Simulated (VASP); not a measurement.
# Mg3ZrN2 (P6/mmm) in VASP: single point with PBE

Aim: the single point of Mg3ZrN2 with PBE.

Everything below comes from runs of VASP 6.6.1. Logs are shortened: lines on timing, memory, paths and dates and some standing lists are left out, and cuts for length are marked.

### 1 The cell of the first run

Symmetry: P6/mmm, No. 191, hexagonal system. The conventional cell has a = 6.283 Å, b = 6.283 Å, c = 5.376 Å, α = 90.00°, β = 90.00°, γ = 120.00°. Within 4.1 Å of Mg (site symmetry mmm) lie 2 Zr at 3.14 Å and 4 Mg at 3.14 Å and 4 N at 3.77 Å. Within 2.8 Å of Zr (site symmetry 6/mmm) lie 2 N at 2.09 Å. Within 1.6 Å of N (site symmetry 6mm) lie 1 N at 1.20 Å.

The cell was generated, and may not be a known phase.

### 2 Single point, PBE

INCAR reads:

```
SYSTEM = Mg3ZrN2
PREC = Accurate
ENCUT = 840
EDIFF = 1E-6
ISMEAR = 0
SIGMA = 0.2
LREAL = .FALSE.
LASPH = .TRUE.
NELM = 120
ALGO = Normal
ISIF = 2
LWAVE = .FALSE.
LCHARG = .TRUE.
GGA = PE
LELF = .TRUE.
LVHAR = .TRUE.
NBANDS = 35
GGA_COMPAT = .FALSE.
```

KPOINTS reads:

```
Automatic mesh
0
G
  4 4 4
  0 0 0
```

POSCAR reads:

```
Mg3ZrN2
1.0
    6.2830579648      0.0000000037      0.0000000000
   -3.1415289855      5.4412878091      0.0000000000
    0.0000000000      0.0000000000      5.3759668192
Mg Zr N
3 1 2
Direct
    0.4999961224      0.0000000000      0.0000000000
    0.0000000000      0.4999961224      0.0000000000
    0.5000038776      0.5000038776      0.0000000000
    0.0000000000      0.0000000000      0.0000000000
    0.0000000000      0.0000000000      0.6112082565
    0.0000000000      0.0000000000      0.3887917435
```

Potentials or basis: VASP PAW PBE potentials, release 64 (Mg_sv, Zr_sv, N).

Started as:

```console
> cat potpaw_PBE.64/Mg_sv/POTCAR potpaw_PBE.64/Zr_sv/POTCAR potpaw_PBE.64/N/POTCAR > POTCAR
> mpirun -np 1 vasp_std > vasp.out
```

OUTCAR:

```text
SYSTEM = Mg3ZrN2
   PREC = Accurate
   ENCUT = 840
   EDIFF = 1E-6
   ISMEAR = 0
   LREAL = .FALSE.
   LASPH = .TRUE.
   NELM = 120
   ISIF = 2
   GGA = PE

 ion  position               nearest neighbor table
   1  0.500  0.000  0.000-
   2  0.000  0.500  0.000-
   3  0.500  0.500  0.000-
   4  0.000  0.000  0.000-   5 2.09   6 2.09
   5  0.000  0.000  0.611-   6 1.20   4 2.09
   6  0.000  0.000  0.389-   5 1.20   4 2.09

  LATTYP: Found a hexagonal cell.
 ALAT       =     6.2830579648
 C/A-ratio  =     0.8556290344

  Lattice vectors:

 A1 = (   6.2830579648,   0.0000000037,   0.0000000000)
 A2 = (  -3.1415289855,   5.4412878091,   0.0000000000)
 A3 = (   0.0000000000,   0.0000000000,   5.3759668192)

Analysis of symmetry for initial positions (statically):
=====================================================================
 Subroutine PRICEL returns:
 Original cell was already a primitive cell.

 Routine SETGRP: Setting up the symmetry group for a
 hexagonal supercell.

 Subroutine GETGRP returns: Found 24 space group operations
 (whereof 24 operations were pure point group operations)
 out of a pool of 24 trial point group operations.

The static configuration has the point symmetry D_6h.

Analysis of symmetry for dynamics (positions and initial velocities):
=====================================================================
 Subroutine PRICEL returns:
 Original cell was already a primitive cell.

 Routine SETGRP: Setting up the symmetry group for a
 hexagonal supercell.

 Subroutine GETGRP returns: Found 24 space group operations
 (whereof 24 operations were pure point group operations)
 out of a pool of 24 trial point group operations.

The dynamic configuration has the point symmetry D_6h.

 Subroutine INISYM returns: Found 24 space group operations
 (whereof 24 operations are pure point group operations),
 and found     1 'primitive' translations

----------------------------------------------------------------------------------------

                                     Primitive cell

  volume of cell :     183.7932

  direct lattice vectors                    reciprocal lattice vectors
     6.283057965  0.000000004  0.000000000     0.159158169  0.091890012  0.000000000
    -3.141528985  5.441287809  0.000000000    -0.000000000  0.183780023  0.000000000
     0.000000000  0.000000000  5.375966819     0.000000000  0.000000000  0.186013053

  length of vectors
     6.283057965  6.283057965  5.375966819     0.183780023  0.183780023  0.186013053

  position of ions in fractional coordinates (direct lattice)
     0.499996122  0.000000000  0.000000000
     0.000000000  0.499996122  0.000000000
     0.500003878  0.500003878  0.000000000
     0.000000000  0.000000000  0.000000000
     0.000000000  0.000000000  0.611208256
     0.000000000  0.000000000  0.388791744

  ion indices of the primitive-cell ions
   primitive index   ion index
                 1           1
                 2           2
                 3           3
                 4           4
                 5           5
                 6           6

----------------------------------------------------------------------------------------

 KPOINTS: Automatic mesh

Automatic generation of k-mesh.
 Grid dimensions read from file:
 generate k-points for:    4    4    4

 Generating k-lattice:

  Cartesian coordinates                     Fractional coordinates (reciprocal lattice)
     0.039789542  0.022972503  0.000000000     0.250000000  0.000000000  0.000000000
    -0.000000000  0.045945006  0.000000000     0.000000000  0.250000000  0.000000000
     0.000000000  0.000000000  0.046503263     0.000000000  0.000000000  0.250000000

  Length of vectors
     0.045945006  0.045945006  0.046503263

  Shift w.r.t. Gamma in fractional coordinates (k-lattice)
     0.000000000  0.000000000  0.000000000

 Subroutine IBZKPT returns following result:
 ===========================================

 Found     12 irreducible k-points:

 Following reciprocal coordinates:
            Coordinates               Weight
  0.000000  0.000000  0.000000      1.000000
  0.250000 -0.000000  0.000000      6.000000
  0.500000 -0.000000  0.000000      3.000000
  0.250000  0.250000  0.000000      6.000000
  0.000000  0.000000  0.250000      2.000000
  0.250000 -0.000000  0.250000     12.000000
  0.500000 -0.000000  0.250000      6.000000
  0.250000  0.250000  0.250000     12.000000
  0.000000  0.000000  0.500000      1.000000
  0.250000 -0.000000  0.500000      6.000000
  0.500000 -0.000000  0.500000      3.000000
  0.250000  0.250000  0.500000      6.000000
   k-points           NKPTS =     12   k-points in BZ     NKDIM =     12   number of bands    NBANDS=     35
   number of dos      NEDOS =    301   number of ions     NIONS =      6
   total plane-waves  NPLWV = 194400
   dimension x,y,z NGX =    60 NGY =   60 NGZ =   54
   dimension x,y,z NGXF=   120 NGYF=  120 NGZF=  108
   ions per type =               3   1   2
   NGX,Y,Z   is equivalent  to a cutoff of  15.88, 15.88, 16.70 a.u.
   NGXF,Y,Z  is equivalent  to a cutoff of  31.75, 31.75, 33.40 a.u.
 SYSTEM =  Mg3ZrN2
   PREC   = accura    normal or accurate (medium, high low for compatibility)
   ISTART =      0    job   : 0-new  1-cont  2-samecut
   ICHARG =      2    charge: 1-file 2-atom 10-const
   ISPIN  =      1    spin polarized calculation?
   LNONCOLLINEAR =      F non collinear calculations
   LSORBIT =      F    spin-orbit coupling
   LASPH  =      T    aspherical Exc in radial PAW
   ENCUT  =  840.0 eV  61.74 Ry    7.86 a.u.  14.85 14.85 12.70*2*pi/ulx,y,z
   NELM   =    120;   NELMIN=  2; NELMDL= -5     # of ELM steps
   EDIFF  = 0.1E-05   stopping-criterion for ELM
   LREAL  =      F    real-space projection
   EDIFFG = 0.1E-04   stopping-criterion for IOM
   NSW    =      0    number of steps for IOM
   IBRION =     -1    ionic relax: 0-MD 1-quasi-New 2-CG
   NFREE  =      0    steps in history (QN), initial steepest desc. (CG)
   ISIF   =      2    stress and relaxation
   ISYM   =      2    0-nonsym 1-usesym 2-fastsym
   POTIM  = 0.5000    time-step for ionic-motion
   TEBEG  =    0.0;   TEEND  =   0.0 temperature during run
   PSTRESS=    0.0 pullay stress
   NELECT =      52.0000    total number of electrons
   NUPDOWN=      -1.0000    fix difference up-down
   EMIN   =  10.00;   EMAX   =-10.00  energy-range for DOS
   EFERMI =   0.00;   METHOD = LEGACY
   ISMEAR =     0;   SIGMA  =   0.20  broadening in eV -4-tet -1-fermi 0-gaus
   EFERMI_NEDOS =   21; number of points for ismear=-14 and -15
   IALGO  =     38    algorithm
   IMIX   =      4    mixing-type and parameters
     AMIX     =   0.40;   BMIX     =  1.00
     AMIX_MAG =   1.60;   BMIX_MAG =  1.00
  volume/ion in A,a.u.               =      30.63       206.72
  Fermi-wavevector in a.u.,A,eV,Ry     =   1.074730  2.030946 15.715345  1.155045
  Thomas-Fermi vector in A             =   2.210567
   LORBIT       =      0    0 simple, 1 ext, 2 COOP (PROOUT), +10 PAW based schemes
   GGA     = PE    functional components
   LHFCALC =     F    Hartree Fock is set to
   AEXX    =    0.0000 exact exchange contribution
   IVDW    =     0    specifies the selected vdW correction
   LEPSILON=     F    determine dielectric tensor
   LRPA    =     F    only Hartree local field effects (RPA)
 non-spin polarized calculation
 Gauss-broadening in eV      SIGMA  =   0.20
  energy-cutoff  :      840.00
  volume of cell :      183.79
 maximum number of plane-waves:     10171
 NGX is ok and might be reduce to    60
   NGX = 29   NGY = 29   NGZ = 25

 number of electron      51.9999994 magnetization

 Free energy of the ion-electron system (eV)
  ---------------------------------------------------
  ext. energy  EPLUGINS =         0.00000000
  ---------------------------------------------------
  free energy    TOTEN  =       -28.17725960 eV

  energy without entropy =      -28.07602268  energy(sigma->0) =      -28.12664114

 E-fermi :   1.0138     XC(G=0):  -7.0705

 val. band max:        0.9449513952   @ k =   0.0000   0.0000   0.5000
 cond. band min:       1.0141840680   @ k =   0.0000   0.0000   0.5000
 fundamental gap:      0.0692326728
 Fermi energy:         1.0137930783

 k-point     1 :       0.0000    0.0000    0.0000
  band No.  band energies     occupation
      1     -74.9685      2.00000
      2     -74.9666      2.00000
      3     -74.9666      2.00000
      4     -47.6348      2.00000
      5     -41.7840      2.00000
      6     -41.7814      2.00000
[... 27 lines left out ...]
     34       4.8921      0.00000
     35       6.2262      0.00000

 k-point     2 :       0.2500   -0.0000    0.0000
  band No.  band energies     occupation
      1     -74.9682      2.00000
      2     -74.9668      2.00000
      3     -74.9666      2.00000
      4     -47.6348      2.00000
      5     -41.7837      2.00000
      6     -41.7818      2.00000
[... 27 lines left out ...]
     34       5.1688      0.00000
     35       5.9416      0.00000

 k-point     3 :       0.5000   -0.0000    0.0000
  band No.  band energies     occupation
      1     -74.9679      2.00000
      2     -74.9672      2.00000
      3     -74.9666      2.00000
      4     -47.6349      2.00000
      5     -41.7832      2.00000
      6     -41.7823      2.00000
[... 27 lines left out ...]
     34       5.6795      0.00000
     35       5.7845      0.00000
[... 267 lines left out ...]
 k-point    11 :       0.5000   -0.0000    0.5000
  band No.  band energies     occupation
      1     -74.9678      2.00000
      2     -74.9672      2.00000
      3     -74.9666      2.00000
      4     -47.6348      2.00000
      5     -41.7831      2.00000
      6     -41.7823      2.00000
[... 27 lines left out ...]
     34       5.4135      0.00000
     35       5.4234      0.00000

 k-point    12 :       0.2500    0.2500    0.5000
  band No.  band energies     occupation
      1     -74.9678      2.00000
      2     -74.9672      2.00000
      3     -74.9666      2.00000
      4     -47.6348      2.00000
      5     -41.7831      2.00000
      6     -41.7823      2.00000
[... 27 lines left out ...]
     34       4.5246      0.00000
     35       4.5854      0.00000

------------------------ aborting loop because EDIFF is reached ----------------------------------------

  FORCE on cell =-STRESS in cart. coord.  units (eV):
  Direction    XX          YY          ZZ          XY          YZ          ZX
  --------------------------------------------------------------------------------------
  -------------------------------------------------------------------------------------
  Total       -0.2533432     -0.2533432      0.0659119     -0.0000000     -0.0000000      0.0000000
  in kB       -2.2084647     -2.2084647      0.5745725     -0.0000000     -0.0000000      0.0000000
  external PRESSURE =      -1.2807857 kB  Pullay stress =       0.0000000 kB

 VOLUME and BASIS-vectors are now :
 -----------------------------------------------------------------------------
  energy-cutoff  :      840.00
  volume of cell :      183.79
      direct lattice vectors                 reciprocal lattice vectors
     6.283057965  0.000000004  0.000000000     0.159158169  0.091890012  0.000000000
    -3.141528985  5.441287809  0.000000000    -0.000000000  0.183780023  0.000000000
     0.000000000  0.000000000  5.375966819     0.000000000  0.000000000  0.186013053

 POSITION                                       TOTAL-FORCE (eV/Angst)
 -----------------------------------------------------------------------------------
      3.14150      0.00000      0.00000        -0.000000     -0.000000      0.000000
     -1.57075      2.72062      0.00000         0.000000     -0.000000      0.000000
      1.57078      2.72067      0.00000         0.000000     -0.000000      0.000000
      0.00000      0.00000      0.00000         0.000000     -0.000000      0.000000
      0.00000      0.00000      3.28584         0.000000     -0.000000      0.421736
      0.00000      0.00000      2.09013         0.000000      0.000000     -0.421736
 -----------------------------------------------------------------------------------
    total drift:                                0.000000      0.000000     -0.000000

  FREE ENERGIE OF THE ION-ELECTRON SYSTEM (eV)
  ---------------------------------------------------
  free  energy   TOTEN  =       -28.1772596032 eV

  energy  without entropy=      -28.0760226842  energy(sigma->0) =      -28.12664114
```

It took 2.5 min on 1 thread of Intel Xeon Platinum 8488C (Sapphire Rapids), shared host; peak memory 0.53 GiB.

What came out:

```yaml
Free_energy: -28.1773 eV
Pressure: -0.1 GPa
Largest_force: 0.422 eV/Å
Band_gap_on_the_k_mesh: zero (bands 26 and 27 overlap by 0.62 eV)
```

Forces in eV/Å, atoms in the order of the input:
```
Mg   0.000  0.000  0.000
Mg   0.000  0.000  0.000
Mg   0.000  0.000  0.000
Zr   0.000  0.000  0.000
N    0.000  0.000  0.422
N    0.000  0.000 -0.422
```

Caveat: the standard files for N, O and F lose accuracy on very short bonds.

The gap in the log of VASP goes by the Fermi energy; the results here count the filled bands.